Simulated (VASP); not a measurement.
Wanted: the native input for a VASP 6.6.1 run.

| Quantity | Value |
| --- | --- |
| Task | single point |
| Functional | PBEsol |
| Potentials or basis | VASP PAW PBE potentials, release 64 (Ge_d) |
| Cutoff | 520 eV |
| k mesh | 12 × 12 × 4 |
| Occupations | gaussian, width 0.1 eV |
| Spin | no spin polarisation |
| Dipole correction | no |
| Further INCAR settings | ALGO = Normal; EDIFF = 1e-06; NBANDS = 66 |

The structure of Ge lies in POSCAR:

```
Ge
1.0
    3.9213373580      0.0000000000      0.0000000000
   -1.9606686790      3.3959777689      0.0000000000
    0.0000000000      0.0000000000     12.8838449785
Ge
8
Direct
    0.0000000000      0.0000000000      0.4068271351
    0.0000000000      0.0000000000      0.5931728649
    0.0000000000      0.0000000000      0.9068271351
    0.0000000000      0.0000000000      0.0931728649
    0.3333333333      0.6666666667      0.3440261405
    0.6666666667      0.3333333333      0.6559738595
    0.6666666667      0.3333333333      0.8440261405
    0.3333333333      0.6666666667      0.1559738595
```

This isn't the form of Ge at room conditions, which is diamond.

One way to write it, as run:

INCAR

```
SYSTEM = Ge
  PREC = Accurate
  ENCUT = 520
  EDIFF = 1E-6
  ISMEAR = 0
  SIGMA = 0.1
  LREAL = .False.
  LASPH = .True.
  NELM = 60
  ALGO = Normal
  ISIF = 2
  LWAVE = .False.
  LCHARG = .False.
  GGA = PS
  NBANDS = 66
```

KPOINTS

```
Automatic mesh
0
Gamma
  12 12 4
  0 0 0
```

Potentials or basis: VASP PAW PBE potentials, release 64 (Ge_d).

Run with:

```console
$ cat potpaw_PBE.64/Ge_d/POTCAR > POTCAR
$ mpirun -np 1 vasp_std > vasp.out
```

Results of the run:

- Pressure: 4.7 GPa
- Largest force: 0.003 eV/Å
- Band gap on the k mesh: 0.11 eV

Caveat: the cell stands under pressure; the PAW data sets were made with another functional, which shifts forces and pressure a little.

Wall time 11 min on 1 thread of Intel(R) Xeon(R) Platinum 8488C (Sapphire Rapids) (shared host), peak memory 0.55 GiB.
